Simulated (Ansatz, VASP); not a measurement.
# Two plane-wave programs on H

```
H
1.0
     3.87684    0.00000    0.00000
    -1.93842    3.35744    0.00000
     0.00000    0.00000    5.43254
H
4
Direct
  0.33333 0.66667 0.18174
  0.66667 0.33333 0.68174
  0.66667 0.33333 0.81826
  0.33333 0.66667 0.31826
```

Alike in both runs: task relaxation of cell and atoms; functional r2SCAN; k mesh 9 × 9 × 4; occupations gaussian, width 0.02 eV; no spin polarisation.

|  | VASP | Ansatz |
| --- | --- | --- |
| version | VASP 6.6.1 | Ansatz 0.2.0 |
| potentials or method | VASP PAW PBE potentials, release 64 (H), cutoff 600 eV | scalar-relativistic, plane waves, PAW |
| valence electrons in the cell | 4 | 4 |

|  | VASP | Ansatz | Ansatz less VASP |
| --- | --- | --- | --- |
| gap on the k mesh at the Fermi level, each at its own relaxed structure (eV) | 10.22 | 10.21 | -0.016 |
| relaxed volume (Å³/atom) | 17.68 | 17.68 | 0.000 |
| relaxed cell length with the largest relative difference (Å) | 3.877 | 3.877 | 0.0000 |

VASP's potentials were made for PBE, not for r2SCAN.

Noted on VASP's run: the relaxation stopped at its first step, so nothing moved.
